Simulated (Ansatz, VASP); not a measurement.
## Two plane-wave programs on NbH2

INCAR

```
ALGO = Normal
EDIFF = 1E-6
ENCUT = 520
GGA = PS
ISIF = 2
ISMEAR = 0
LASPH = T
LCHARG = F
LREAL = F
LWAVE = F
NBANDS = 14
NELM = 100
PREC = Accurate
SIGMA = 0.15
```

Contents of KPOINTS:

```
k-points
0
Gamma
  16 16 16
```

POSCAR

```
NbH2
1.0
    0.0905622897      2.2640572422      2.2640572422
    2.2640572422      0.0905622897      2.2640572422
    2.2640572422      2.2640572422      0.0905622897
Nb H
1 2
Direct
    0.0000000000      0.0000000000      0.0000000000
    0.2500000000      0.2500000000      0.2500000000
    0.7500000000      0.7500000000      0.7500000000
```

Input for Ansatz:

```yaml
crystal:
  lattice:
    - [0.0905622897, 2.2640572422, 2.2640572422]
    - [2.2640572422, 0.0905622897, 2.2640572422]
    - [2.2640572422, 2.2640572422, 0.0905622897]
  atoms:
    - { symbol: Nb, position: [0.0, 0.0, 0.0] }
    - { symbol: H, position: [0.25, 0.25, 0.25] }
    - { symbol: H, position: [0.75, 0.75, 0.75] }
basis:
  ecutwfc: 520.0
kpoints:
  mp_grid: { grid: [16, 16, 16] }
hamiltonian:
  xc: pbesol
  pseudopotentials: { kind: paw }
scf:
  occupations: { method: gaussian, width: 0.15 }
output:
  forces: true
  stress: true
  eigenvalues: true
```

Alike in both runs: task single point; functional PBEsol; k mesh 16 × 16 × 16; occupations gaussian, width 0.15 eV; no spin polarisation.

|  | VASP | Ansatz |
| --- | --- | --- |
| version | VASP 6.6.1 | Ansatz 0.2.0 |
| potentials or method | VASP PAW PBE potentials, release 64 (Nb_sv, H), cutoff 520 eV | scalar-relativistic, plane waves, PAW |
| valence electrons in the cell | 15 | 15 |

```csv
,VASP,Ansatz,Ansatz less VASP
gap on the k mesh at the Fermi level (eV),none,none,-
pressure (GPa),12.3,12.8,+0.53
"traceless stress, the component that is largest in VASP (GPa)",-6.74,-6.75,-0.012
rms of the force components (eV/Å),0.182,0.183,+0.0005
```

VASP's potentials were made for PBE, not for PBEsol. Atom by atom the forces differ by 0.001 eV/Å (rms over components). A gap of «none» marks a metal or a gap that the smearing closes.
